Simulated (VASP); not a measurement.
# Al3Ni2: single point with PBEsol

Crystal: Al3Ni2.

```
Al Ni
1.0
     4.10322    0.00000    0.00000
    -2.05161    3.55349    0.00000
     0.00000    0.00000    4.98095
Al Ni
3 2
Direct
  0.00000 0.00000 0.00000
  0.33333 0.66667 0.64778
  0.66667 0.33333 0.35222
  0.33333 0.66667 0.14557
  0.66667 0.33333 0.85443
```

This cell differs from its parent crystal: strain +0.025 along x and y, +0.025 along z.

| Quantity | Value |
| --- | --- |
| Program | VASP 6.6.1 |
| Task | single point |
| Functional | PBEsol |
| Potentials or basis | VASP PAW PBE potentials, release 64 (Al, Ni) |
| Cutoff | 520 eV |
| k mesh | 12 × 12 × 10 |
| Occupations | gaussian, width 0.15 eV |
| Spin | no spin polarisation |

| Quantity | Value |
| --- | --- |
| Pressure | -9.8 GPa |
| Largest force | 0.097 eV/Å |
| Band gap on the k mesh | zero (an odd number of electrons rules out a gap without spin polarisation) |

Forces on the atoms (eV/Å):
```
Al   0.000  0.000  0.000
Al   0.000  0.000  0.097
Al   0.000  0.000 -0.097
Ni   0.000  0.000 -0.058
Ni   0.000  0.000  0.058
```

Stress tensor (GPa, compression positive):
```
 -9.60   0.00   0.00
  0.00  -9.60   0.00
  0.00   0.00 -10.20
```

Levels at points of the mesh, in eV from the Fermi level:
```
           k point  band 11  band 12  band 13  band 14  band 15  band 16  band 17  band 18  band 19  band 20
(0.00, 0.00, 0.00)    -1.53    -1.53    -1.19     1.22     1.22     2.99     2.99     3.97     4.18     6.51
(0.50, 0.00, 0.00)    -1.86    -1.69    -1.43    -1.42    -1.18     1.22     1.78     2.10     4.55     4.99
(0.00, 0.00, 0.50)    -1.63    -1.63     2.59     2.59     2.82     2.82     3.23     3.92     4.06     4.06
(0.50, 0.00, 0.50)    -1.75    -1.61    -1.57    -0.99    -0.29     1.44     1.97     2.92     6.17     6.74
```

Run time: 8.3 min on 1 thread of Intel Xeon 8259CL (shared host), peak memory 0.36 GiB.

Caveat: the cell differs from its parent crystal (strain +0.025 along x and y, +0.025 along z); the cell stands under tension; the PAW data sets were made with another functional, which shifts forces and pressure a little. Spin polarisation is off, so any magnetic state and its effect on volume and gap are missing.
